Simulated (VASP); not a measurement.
Set up this calculation in VASP 6.6.1, as the native input.

```yaml
Task: single point
Functional: PBE
Potentials_or_basis: VASP PAW PBE potentials, release 64 (Co_sv, Si)
Cutoff: 600 eV
k_mesh: 7 × 7 × 7
Occupations: fermi-dirac, width 0.05 eV
Spin: collinear spin, ferromagnetic start
Starting_moments: "[4.0, 0.0, 0.0] μB"
Fixed_moment: 4 μB
Dipole_correction: no
Second_run: valence_matched
Further_INCAR_settings: ALGO = Normal; EDIFF = 1e-06; NBANDS = 24
```

The structure of CoSi2 lies in POSCAR:

```
CoSi2
1.0
    0.0000000000      2.6780000000      2.6780000000
    2.6780000000      0.0000000000      2.6780000000
    2.6780000000      2.6780000000      0.0000000000
Co Si
1 2
Direct
    0.0000000000      0.0000000000      0.0000000000
    0.7500000000      0.7500000000      0.7500000000
    0.2500000000      0.2500000000      0.2500000000
```

These files were run (other wordings do the same):

INCAR

```
SYSTEM = CoSi2
  PREC = Accurate
  ENCUT = 600
  EDIFF = 1E-6
  ISMEAR = -1
  SIGMA = 0.05
  LREAL = .FALSE.
  LASPH = .TRUE.
  NELM = 200
  ALGO = Normal
  ISIF = 2
  LWAVE = .FALSE.
  LCHARG = .TRUE.
  ISPIN = 2
  MAGMOM = 4 0 0
  LORBIT = 11
  NUPDOWN = 4.0
  LMAXMIX = 4
  GGA = PE
  LELF = .TRUE.
  LVHAR = .TRUE.
  NBANDS = 24
  GGA_COMPAT = .FALSE.
```

KPOINTS

```
Automatic mesh
0
G
  7 7 7
  0 0 0
```

Potentials or basis: VASP PAW PBE potentials, release 64 (Co_sv, Si).

Run with:

```sh
$ cat potpaw_PBE.64/Co_sv/POTCAR potpaw_PBE.64/Si/POTCAR > POTCAR
$ mpirun -np 1 vasp_std > vasp.out
```

It gave:

- Pressure: 34.8 GPa
- Net moment: 4.00 μB per cell
- Site moments: Co +2.09; Si +0.33 μB
- Valence electrons inside the program's atomic spheres: Co 15.17; Si 1.67

Caveat: the total moment is fixed, so each spin has its own Fermi level.

Run time: 56 s on 1 thread of Intel(R) Xeon(R) Platinum 8375C CPU @ 2.90GHz (Ice Lake), with other jobs on the host, peak memory 0.2 GiB.
